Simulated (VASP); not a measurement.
The system is Nb.

```
Nb
1.0
     0.00000    1.70874    1.70874
     1.70874    0.00000    1.70874
     1.70874    1.70874    0.00000
Nb
1
Direct
  0.00000 0.00000 0.00000
```

This cell differs from its parent crystal: volume scaled by 0.55.

Base run:

- Program: VASP 6.6.1
- Functional: PBEsol
- Potentials or basis: VASP PAW PBE potentials, release 64 (Nb_sv)
- Cutoff: 520 eV
- k mesh: 16 × 16 × 16
- Occupations: fermi-dirac, width 0.05 eV
- Spin: no spin polarisation

Its results: pressure 287.9 GPa.

Q: The run is repeated on the same cell with these changes: functional from PBEsol to PBE. What comes out?

A: Pressure 303.1 GPa.

PBE binds less tightly than PBEsol, so the same cell stands under more pressure.

Caveats: the PAW data sets were made with another functional, which shifts forces and pressure a little (some runs).
